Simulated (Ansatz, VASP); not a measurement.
**Al: VASP beside Ansatz**

```
CELL_PARAMETERS angstrom
0.00000 2.06368 2.06368
2.06368 0.00000 2.06368
2.06368 2.06368 0.00000
ATOMIC_POSITIONS crystal
Al 0.00000 0.00000 0.00000
```

Change from the starting cell: volume scaled by 1.06, PAW files.

Alike in both runs: task electric field gradients; functional PBE; k mesh 14 × 14 × 14; occupations fermi-dirac, width 0.05 eV; no spin polarisation.

|  | VASP | Ansatz |
| --- | --- | --- |
| version | VASP 6.6.1 | Ansatz 0.2.0 |
| potentials or method | VASP PAW PBE potentials, release 64 (Al) | PAW with Ansatz's default frozen-core files, scalar-relativistic |
| plane-wave cutoff (eV) | 520 | 420 |
| valence electrons in the cell | 3 | 3 |

```csv
,VASP,Ansatz,Ansatz less VASP
pressure (GPa),-4.4,-4.4,+0.03
```
